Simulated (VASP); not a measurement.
A run of VASP 6.6.1 is set up as follows.

The input POSCAR:

```
GaN
1.0
    3.1800000000      0.0000000000      0.0000000000
   -1.5900000000      2.7539607840      0.0000000000
    0.0000000000      0.0000000000      5.1660000000
Ga N
2 2
Direct
    0.6666666667      0.3333333333      0.5000000000
    0.3333333333      0.6666666667      0.0000000000
    0.6666666667      0.3333333333      0.8750000000
    0.3333333333      0.6666666667      0.3750000000
```

The input INCAR.step1:

```
  PREC = Accurate
  ENCUT = 520
  EDIFF = 1E-5
  ISMEAR = -1
  SIGMA = 0.05
  LREAL = F
  LASPH = T
  NELM = 60
  ALGO = Normal
  ISIF = 2
  LWAVE = T
  LCHARG = F
  NBANDS = 26
  GGA = PE
```

INCAR.step2

```
  PREC = Accurate
  ENCUT = 520
  EDIFF = 1E-7
  ISMEAR = -1
  SIGMA = 0.05
  LREAL = F
  LASPH = T
  NELM = 60
  ALGO = Normal
  ISIF = 2
  LWAVE = F
  LCHARG = F
  METAGGA = R2SCAN
  LHFCALC = T
  AEXX = 0.5
  LMIXTAU = T
  PRECFOCK = Normal
  NBANDS = 26
  ISTART = 1
```

KPOINTS

```
regular mesh
0
Gamma
  6 6 3
```

Potentials or basis: VASP PAW PBE potentials, release 64 (Ga_d, N).

Run with:

```sh
$ cat potpaw_PBE.64/Ga_d/POTCAR potpaw_PBE.64/N/POTCAR > POTCAR
$ cp INCAR.step1 INCAR
$ mpirun -np 1 vasp_std > vasp.out
$ cp INCAR.step2 INCAR
$ mpirun -np 1 vasp_std > vasp.out
```

Problem. Estimate the pressure.

Solution. -5.5 GPa.

Problem. What does it give for the largest force?

Solution. 0.170 eV/Å.

Problem. Predict the band gap on the k mesh.

Solution. 6.21 eV.

Stress tensor (GPa, compression positive):
```
-5.92  0.00  0.00
 0.00 -5.92  0.00
 0.00  0.00 -4.66
```

Caveat: the cell stands under tension; the PAW data sets were made with another functional, which shifts forces and pressure a little.
